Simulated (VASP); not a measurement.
# KF (Fm-3m) in VASP: notebook

KF is run at these levels: PBE; tasks: single point.

Program: VASP 6.6.1. These are calculated values, not measurements. Logs are shortened: lines on timing, memory, paths and dates and some standing lists are left out, and cuts for length are marked.

## Step 1: The cell of the first run

Symmetry: Fm-3m, No. 225, cubic system. The conventional cell has a = 5.364 Å, b = 5.364 Å, c = 5.364 Å, α = 90.00°, β = 90.00°, γ = 90.00°. Within 3.5 Å of K (site symmetry m-3m) lie 6 F at 2.68 Å. Within 3.5 Å of F (site symmetry m-3m) lie 6 K at 2.68 Å.

## Step 2: Single point, PBE (volume scaled by 0.97)

INCAR reads:

```
ALGO = Normal
EDIFF = 1E-6
ENCUT = 520
GGA = PE
ISIF = 2
ISMEAR = 0
LASPH = True
LCHARG = False
LREAL = False
LWAVE = False
NBANDS = 15
NELM = 100
PREC = Accurate
SIGMA = 0.02
```

KPOINTS reads:

```
k-points
0
Gamma
  8 8 8
```

POSCAR reads:

```
KF
1.0
    0.0000000000      2.6819972193      2.6819972193
    2.6819972193      0.0000000000      2.6819972193
    2.6819972193      2.6819972193      0.0000000000
K F
1 1
Direct
    0.0000000000      0.0000000000      0.0000000000
    0.5000000000      0.5000000000      0.5000000000
```

Potentials or basis: VASP PAW PBE potentials, release 64 (K_sv, F).

The run is started by

```sh
> cat potpaw_PBE.64/K_sv/POTCAR potpaw_PBE.64/F/POTCAR > POTCAR
> mpirun -np 1 vasp_std > vasp.out
```

OUTCAR:

```text
EDIFF = 1E-6
   ENCUT = 520
   GGA = PE
   ISIF = 2
   ISMEAR = 0
   LASPH = True
   LREAL = False
   NELM = 100
   PREC = Accurate

 ion  position               nearest neighbor table
   1  0.000  0.000  0.000-   2 2.68   2 2.68   2 2.68   2 2.68   2 2.68   2 2.68
   2  0.500  0.500  0.500-   1 2.68   1 2.68   1 2.68   1 2.68   1 2.68   1 2.68

  LATTYP: Found a face centered cubic cell.
 ALAT       =     5.3639944386

  Lattice vectors:

 A1 = (   0.0000000000,   2.6819972193,   2.6819972193)
 A2 = (   2.6819972193,   0.0000000000,   2.6819972193)
 A3 = (   2.6819972193,   2.6819972193,   0.0000000000)

Analysis of symmetry for initial positions (statically):
=====================================================================
 Subroutine PRICEL returns:
 Original cell was already a primitive cell.

 Routine SETGRP: Setting up the symmetry group for a
 face centered cubic supercell.

 Subroutine GETGRP returns: Found 48 space group operations
 (whereof 48 operations were pure point group operations)
 out of a pool of 48 trial point group operations.

The static configuration has the point symmetry O_h .

Analysis of symmetry for dynamics (positions and initial velocities):
=====================================================================
 Subroutine PRICEL returns:
 Original cell was already a primitive cell.

 Routine SETGRP: Setting up the symmetry group for a
 face centered cubic supercell.

 Subroutine GETGRP returns: Found 48 space group operations
 (whereof 48 operations were pure point group operations)
 out of a pool of 48 trial point group operations.

The dynamic configuration has the point symmetry O_h .

 Subroutine INISYM returns: Found 48 space group operations
 (whereof 48 operations are pure point group operations),
 and found     1 'primitive' translations

----------------------------------------------------------------------------------------

                                     Primitive cell

  volume of cell :      38.5838

  direct lattice vectors                    reciprocal lattice vectors
     0.000000000  2.681997219  2.681997219    -0.186428232  0.186428232  0.186428232
     2.681997219  0.000000000  2.681997219     0.186428232 -0.186428232  0.186428232
     2.681997219  2.681997219  0.000000000     0.186428232  0.186428232 -0.186428232

  length of vectors
     3.792916842  3.792916842  3.792916842     0.322903170  0.322903170  0.322903170

[... 84 lines left out ...]
   IBRION =     -1    ionic relax: 0-MD 1-quasi-New 2-CG
   NFREE  =      0    steps in history (QN), initial steepest desc. (CG)
   ISIF   =      2    stress and relaxation
   ISYM   =      2    0-nonsym 1-usesym 2-fastsym
   POTIM  = 0.5000    time-step for ionic-motion
   TEBEG  =    0.0;   TEEND  =   0.0 temperature during run
   PSTRESS=    0.0 pullay stress
   NELECT =      16.0000    total number of electrons
   NUPDOWN=      -1.0000    fix difference up-down
   EMIN   =  10.00;   EMAX   =-10.00  energy-range for DOS
   EFERMI =   0.00;   METHOD = LEGACY
   ISMEAR =     0;   SIGMA  =   0.02  broadening in eV -4-tet -1-fermi 0-gaus
   EFERMI_NEDOS =   21; number of points for ismear=-14 and -15
   IALGO  =     38    algorithm
   IMIX   =      4    mixing-type and parameters
     AMIX     =   0.40;   BMIX     =  1.00
     AMIX_MAG =   1.60;   BMIX_MAG =  1.00
  volume/ion in A,a.u.               =      19.29       130.19
  Fermi-wavevector in a.u.,A,eV,Ry     =   1.220806  2.306988 20.277664  1.490366
  Thomas-Fermi vector in A             =   2.356010
   LORBIT       =      0    0 simple, 1 ext, 2 COOP (PROOUT), +10 PAW based schemes
   GGA     = PE    functional components
   LHFCALC =     F    Hartree Fock is set to
   AEXX    =    0.0000 exact exchange contribution
   IVDW    =     0    specifies the selected vdW correction
   LEPSILON=     F    determine dielectric tensor
   LRPA    =     F    only Hartree local field effects (RPA)
 non-spin polarized calculation
 Gauss-broadening in eV      SIGMA  =   0.02
  energy-cutoff  :      520.00
  volume of cell :       38.58
 maximum number of plane-waves:      1056
   NGX = 15   NGY = 15   NGZ = 15

 number of electron      15.9999996 magnetization

 Free energy of the ion-electron system (eV)
  ---------------------------------------------------
  ext. energy  EPLUGINS =         0.00000000
  ---------------------------------------------------
  free energy    TOTEN  =        -8.29394728 eV

  energy without entropy =       -8.29394728  energy(sigma->0) =       -8.29394728

 E-fermi :  -2.7050     XC(G=0):  -8.3523

 val. band max:       -2.8346461261   @ k =   0.0000   0.0000   0.0000
 cond. band min:       3.2717474207   @ k =   0.0000   0.0000   0.0000
 fundamental gap:      6.1063935468
 Fermi energy:        -2.7049689784

 k-point     1 :       0.0000    0.0000    0.0000
  band No.  band energies     occupation
      1     -29.0038      2.00000
      2     -21.4853      2.00000
      3     -12.2625      2.00000
      4     -12.2625      2.00000
      5     -12.2625      2.00000
      6      -2.8347      2.00000
      7      -2.8346      2.00000
      8      -2.8346      2.00000
      9       3.2717      0.00000
     10       7.8128      0.00000
     11       7.8128      0.00000
     12       7.8128      0.00000
     13       9.4695      0.00000
     14       9.4695      0.00000
[... 401 lines left out ...]
      2     -21.5448      2.00000
      3     -12.5727      2.00000
      4     -12.4707      2.00000
      5     -12.3336      2.00000
      6      -3.3959      2.00000
      7      -3.1079      2.00000
      8      -3.0870      2.00000
      9       6.5182      0.00000
     10       7.2017      0.00000
     11       8.7768      0.00000
     12       9.8238      0.00000
     13      11.0633      0.00000
     14      12.0962      0.00000
     15      12.3193      0.00000

 [... further k-points ...]
[... 5 lines left out ...]
  --------------------------------------------------------------------------------------
  -------------------------------------------------------------------------------------
  Total        0.2453617      0.2453617      0.2453617      0.0000000      0.0000000     -0.0000000
  in kB       10.1885503     10.1885503     10.1885503      0.0000000      0.0000000     -0.0000000
  external PRESSURE =      10.1885503 kB  Pullay stress =       0.0000000 kB

 VOLUME and BASIS-vectors are now :
 -----------------------------------------------------------------------------
  energy-cutoff  :      520.00
  volume of cell :       38.58
      direct lattice vectors                 reciprocal lattice vectors
     0.000000000  2.681997219  2.681997219    -0.186428232  0.186428232  0.186428232
     2.681997219  0.000000000  2.681997219     0.186428232 -0.186428232  0.186428232
     2.681997219  2.681997219  0.000000000     0.186428232  0.186428232 -0.186428232

 POSITION                                       TOTAL-FORCE (eV/Angst)
 -----------------------------------------------------------------------------------
      0.00000      0.00000      0.00000         0.000000     -0.000000      0.000000
      2.68200      2.68200      2.68200        -0.000000      0.000000     -0.000000
 -----------------------------------------------------------------------------------
    total drift:                                0.000000      0.000000      0.000000

  FREE ENERGIE OF THE ION-ELECTRON SYSTEM (eV)
  ---------------------------------------------------
  free  energy   TOTEN  =        -8.2939472841 eV

  energy  without entropy=       -8.2939472841  energy(sigma->0) =       -8.29394728
```

It took 25 s on 1 thread of AMD EPYC 7R13, shared host; peak memory 0.13 GiB.

What came out:

```
Free energy            : -8.2939 eV
Pressure               : 1.0 GPa
Band gap on the k mesh : 6.11 eV, direct
```

Levels at points of the mesh, in eV from the valence-band top:
```
           k point  band 4  band 5  band 6  band 7  band 8  band 9  band 10  band 11  band 12  band 13
(0.00, 0.00, 0.00)   -9.43   -9.43    0.00    0.00    0.00    6.11    10.65    10.65    10.65    12.30
(0.50, 0.00, 0.00)   -9.46   -9.46   -0.78   -0.34   -0.34    9.02    10.52    12.02    12.02    14.23
(0.50, 0.50, 0.00)   -9.63   -9.63   -0.22   -0.06   -0.06    8.19    10.24    11.72    13.55    14.16
```

Caveat: the cell differs from its parent crystal (volume scaled by 0.97).

## Step 3: Single point, PBE (volume scaled by 0.94)

INCAR reads:

```
SYSTEM = KF
ALGO = Normal
EDIFF = 1E-6
ENCUT = 520
GGA = PE
ISIF = 2
ISMEAR = 0
LASPH = .TRUE.
LCHARG = .FALSE.
LREAL = .FALSE.
LWAVE = .FALSE.
NBANDS = 15
NELM = 60
PREC = Accurate
SIGMA = 0.02
```

KPOINTS reads:

```
k-points
0
G
  8 8 8
  0 0 0
```

POSCAR reads:

```
KF
1.0
    0.0000000000      2.6540577165      2.6540577165
    2.6540577165      0.0000000000      2.6540577165
    2.6540577165      2.6540577165      0.0000000000
K F
1 1
Direct
    0.0000000000      0.0000000000      0.0000000000
    0.5000000000      0.5000000000      0.5000000000
```

Potentials or basis: VASP PAW PBE potentials, release 64 (K_sv, F).

The run is started by

```sh
> cat potpaw_PBE.64/K_sv/POTCAR potpaw_PBE.64/F/POTCAR > POTCAR
> mpirun -np 1 vasp_std > vasp.out
```

It took 30 s on 1 thread of AMD EPYC 7R13, shared host; peak memory 0.13 GiB.

The run converged. Its results:

```yaml
Free_energy: -8.2807 eV
Pressure: 2.2 GPa
Band_gap_on_the_k_mesh: 6.27 eV, direct
```

Levels at points of the mesh, in eV from the valence-band top:
| k point | band 4 | band 5 | band 6 | band 7 | band 8 | band 9 | band 10 | band 11 | band 12 | band 13 |
| --- | --- | --- | --- | --- | --- | --- | --- | --- | --- | --- |
| (0.00, 0.00, 0.00) | -9.32 | -9.32 | 0.00 | 0.00 | 0.00 | 6.27 | 10.73 | 10.73 | 10.73 | 12.43 |
| (0.50, 0.00, 0.00) | -9.36 | -9.36 | -0.81 | -0.36 | -0.36 | 9.15 | 10.76 | 12.17 | 12.17 | 14.43 |
| (0.50, 0.50, 0.00) | -9.54 | -9.54 | -0.20 | -0.05 | -0.05 | 8.22 | 10.42 | 11.97 | 13.72 | 14.35 |

Caveat: the cell differs from its parent crystal (volume scaled by 0.94). A k mesh can miss the band edges.

## Step 4: Single point, PBE

This run uses another cell than the first one, of 19.89 Å³/atom, 1.031 times its volume.

INCAR reads:

```
SYSTEM = KF
  ALGO = Normal
  EDIFF = 1E-6
  ENCUT = 520
  GGA = PE
  ISIF = 2
  ISMEAR = 0
  LASPH = .True.
  LCHARG = .False.
  LREAL = .False.
  LWAVE = .False.
  NBANDS = 15
  NELM = 80
  PREC = Accurate
  SIGMA = 0.02
```

KPOINTS reads:

```
k-points
0
Gamma
  8 8 8
  0 0 0
```

POSCAR reads:

```
KF
1.0
    0.0000000000      2.7093664282      2.7093664282
    2.7093664282      0.0000000000      2.7093664282
    2.7093664282      2.7093664282      0.0000000000
K F
1 1
Direct
    0.0000000000      0.0000000000      0.0000000000
    0.5000000000      0.5000000000      0.5000000000
```

The run is started by

```sh
> cat potpaw_PBE.64/K_sv/POTCAR potpaw_PBE.64/F/POTCAR > POTCAR
> mpirun -np 1 vasp_std > vasp.out
```

Wall time 31 s (1 thread of AMD EPYC 7R13, shared host); peak memory 0.13 GiB.

Results (log left out):

| Item | Value |
| --- | --- |
| Free energy | -8.2992 eV |
| Pressure | 0.0 GPa |
| Band gap on the k mesh | 5.95 eV, direct |

Levels at points of the mesh, in eV from the valence-band top:
```
           k point  band 5  band 6  band 7  band 8  band 9  band 10  band 11  band 12
(0.00, 0.00, 0.00)   -9.54    0.00    0.00    0.00    5.95    10.56    10.56    10.56
(0.50, 0.00, 0.00)   -9.57   -0.75   -0.31   -0.31    8.89    10.30    11.87    11.87
(0.50, 0.50, 0.00)   -9.72   -0.23   -0.06   -0.06    8.16    10.07    11.48    13.39
```

A k mesh can miss the band edges. PBE gaps usually lie below the measured ones, often by a third to a half.

## Step 5: Single point, PBE

This run uses another cell than the first one, of 19.89 Å³/atom, 1.031 times its volume.

INCAR reads:

```
ALGO = Normal
EDIFF = 1E-7
ENCUT = 520
GGA = PE
ISIF = 2
ISMEAR = 0
LASPH = T
LCHARG = F
LREAL = F
LWAVE = F
NBANDS = 15
NELM = 100
PREC = Accurate
SIGMA = 0.02
```

KPOINTS reads:

```
k-points
0
Gamma
  8 8 8
```

POSCAR is that of step 4.

The run is started by

```sh
> cat potpaw_PBE.64/K_sv/POTCAR potpaw_PBE.64/F/POTCAR > POTCAR
> mpirun -np 1 vasp_std > vasp.out
```

Wall time 32 s (1 thread of AMD EPYC 7R13, shared host); peak memory 0.13 GiB.

It converged, with:

| Item | Value |
| --- | --- |
| Free energy | -8.2992 eV |
| Pressure | 0.0 GPa |
| Band gap on the k mesh | 5.95 eV, direct |

Levels at points of the mesh, in eV from the valence-band top:
| k point | band 6 | band 7 | band 8 | band 9 | band 10 | band 11 |
| --- | --- | --- | --- | --- | --- | --- |
| (0.00, 0.00, 0.00) | 0.00 | 0.00 | 0.00 | 5.95 | 10.56 | 10.56 |
| (0.50, 0.00, 0.00) | -0.75 | -0.31 | -0.31 | 8.89 | 10.30 | 11.87 |
| (0.50, 0.50, 0.00) | -0.23 | -0.06 | -0.06 | 8.16 | 10.07 | 11.48 |

A k mesh can miss the band edges. A hybrid or GW would open this gap; PBE tends to underestimate it.

## Step 6: The runs side by side

```csv
cell,gap on the mesh (eV),pressure (GPa)
"a = 3.793 Å, angles 60.0°, 2 atoms",6.11,1.0
"a = 3.753 Å, angles 60.0°, 2 atoms",6.27,2.2
"a = 3.832 Å, angles 60.0°, 2 atoms",5.95,0.0
```

Alike in all rows: task single point; level PBE; potentials or basis VASP PAW PBE potentials, release 64 (K_sv, F); no spin polarisation; k mesh 8 × 8 × 8; cutoff (eV) 520; smearing gaussian 0.02 eV.

Absolute energies hang on the potentials; compare differences alone.
